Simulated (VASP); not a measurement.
Wanted: the native input for a VASP 6.6.1 run.

```
Task                   : single point
Functional             : PBEsol
Potentials or basis    : VASP PAW PBE potentials, release 64 (C)
Cutoff                 : 520 eV
k mesh                 : 12 × 9 × 1
Occupations            : fermi-dirac, width 0.02 eV
Spin                   : no spin polarisation
Dipole correction      : yes
Further INCAR settings : ALGO = Normal; EDIFF = 1e-06; NBANDS = 11
```

The structure of C lies in POSCAR:

```
C
1.0
    2.5129203383      0.0000000000      0.0000000000
    0.0000000000      3.5538060236      0.0000000000
    0.0000000000      0.0000000000     11.0000000000
C
2
Direct
    0.7500000000      0.1250000000      0.5000000000
    0.2500000000      0.8750000000      0.5000000000
```

These files were run (other wordings do the same):

INCAR

```
SYSTEM = C
PREC     = Accurate       ! precision mode
ENCUT    = 520            ! plane-wave cutoff, eV
EDIFF    = 1E-6           ! SCF threshold, eV
ISMEAR   = -1             ! smearing method
SIGMA    = 0.02           ! smearing width, eV
LREAL    = .False.        ! projectors in reciprocal space
LASPH    = .True.         ! aspherical terms in the spheres
NELM     = 80             ! most SCF steps
ALGO     = Normal         ! electronic algorithm
ISIF     = 2              ! what is computed and relaxed
LWAVE    = .False.        ! write WAVECAR
LCHARG   = .True.         ! write CHGCAR
LDIPOL   = .True.       
IDIPOL   = 3            
DIPOL    = 0.5 0.5 0.500
GGA      = PS             ! functional
LELF     = .True.         ! ELF
LVHAR    = .True.       
LVACPOTAV= .True.       
NBANDS   = 11             ! bands
```

KPOINTS

```
regular mesh
0
Gamma
  12 9 1
  0 0 0
```

Potentials or basis: VASP PAW PBE potentials, release 64 (C).

Launch:

```bash
$ cat potpaw_PBE.64/C/POTCAR > POTCAR
$ mpirun -np 1 vasp_std > vasp.out
```

Results of the run:

| Item | Value |
| --- | --- |
| Largest force | 8.331 eV/Å |
| Band gap on the k mesh | zero (band 4 reaches -4.38 eV, above the bottom of band 5 at -4.62 eV) |

Caveat: the PAW data sets were made with another functional, which shifts forces and pressure a little.

It took 22 s on 1 thread of AMD EPYC 9R45 96-Core Processor (Zen 5) (shared host), peak memory 0.17 GiB.
